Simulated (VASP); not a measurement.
A run of VASP 6.6.1 is set up as follows.

INCAR

```
SYSTEM = Zn
PREC = Accurate
ENCUT = 520
EDIFF = 1E-6
ISMEAR = 0
SIGMA = 0.1
LREAL = .FALSE.
LASPH = .TRUE.
NELM = 80
ALGO = Fast
ISIF = 2
LWAVE = .FALSE.
LCHARG = .TRUE.
GGA = PS
LELF = .TRUE.
LVHAR = .TRUE.
NBANDS = 19
```

Contents of KPOINTS:

```
regular mesh
0
G
  24 24 12
  0 0 0
```

POSCAR

```
Zn
1.0
    2.5797394999      0.0000000000      0.0000000000
   -1.2898697499      2.2341199420      0.0000000000
    0.0000000000      0.0000000000      4.9926138274
Zn
2
Direct
    0.3333333345      0.6666666655      0.2500000000
    0.6666666655      0.3333333345      0.7500000000
```

Potentials or basis: VASP PAW PBE potentials, release 64 (Zn).

Run with:

```bash
$ cat potpaw_PBE.64/Zn/POTCAR > POTCAR
$ mpirun -np 1 vasp_std > vasp.out
```

**Question.** Predict the pressure.

**Answer.** 0.9 GPa.

**Question.** What does it give for the band gap on the k mesh?

**Answer.** Zero (bands 12 and 13 overlap by 5.03 eV).

Stress tensor (GPa, compression positive):
```
 1.88  0.00  0.00
 0.00  1.88  0.00
 0.00  0.00 -1.21
```

Caveat: the cell differs from its parent crystal (uniaxial strain along c: +2.0 %); the PAW data sets were made with another functional, which shifts forces and pressure a little.
